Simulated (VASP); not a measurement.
ZrP3Os: single point with PBE

ZrP3Os:

```
CELL_PARAMETERS angstrom
3.80519 0.00000 0.00000
0.00000 3.80519 0.00000
0.00000 0.00000 8.77967
ATOMIC_POSITIONS crystal
Zr 0.00000 0.00000 0.50000
P 0.50000 0.50000 0.75499
P 0.50000 0.50000 0.24501
P 0.50000 0.50000 0.00000
Os 0.50000 0.50000 0.50000
```

```yaml
Program: VASP 6.6.1
Task: single point
Functional: PBE
Potentials_or_basis: VASP PAW PBE potentials, release 64 (Zr_sv, P, Os)
Cutoff: 520 eV
k_mesh: 4 × 4 × 4
Occupations: gaussian, width 0.1 eV
Spin: no spin polarisation
Dipole_correction: no
Further_INCAR_settings: ALGO = Normal; EDIFF = 1e-07; NBANDS = 26
```

```yaml
Pressure: 0.1 GPa
Largest_force: 0.098 eV/Å
```

Forces on the atoms (eV/Å):
```
Zr   0.000  0.000  0.000
P    0.000  0.000  0.098
P    0.000  0.000 -0.098
P    0.000  0.000  0.000
Os   0.000  0.000  0.000
```

Levels at points of the mesh, in eV from the Fermi level:
```csv
k point,band 14,band 15,band 16,band 17,band 18,band 19,band 20,band 21
"(0.00, 0.00, 0.00)",-1.96,-1.35,-1.35,0.67,1.35,1.35,1.79,1.79
"(0.50, 0.00, 0.00)",-1.67,-1.40,-1.29,-0.40,-0.26,-0.15,0.20,0.75
"(0.50, 0.50, 0.00)",-3.14,-1.31,-0.45,-0.45,-0.45,-0.05,-0.05,0.52
"(0.00, 0.00, 0.50)",-0.57,-0.57,-0.40,-0.40,0.37,0.49,2.30,2.30
"(0.50, 0.00, 0.50)",-1.40,-1.00,-0.82,-0.63,-0.33,-0.27,1.02,1.19
"(0.50, 0.50, 0.50)",-2.57,-2.18,-2.18,-0.45,0.56,1.43,2.03,2.03
```

Run time: 45 s on 1 thread of Intel(R) Xeon(R) Platinum 8375C CPU @ 2.90GHz (Ice Lake) (shared host), peak memory 0.25 GiB.

Caveat: the k points lie up to 0.41 Å⁻¹ apart; spin-orbit coupling is left out, which moves the levels of the heavy elements.
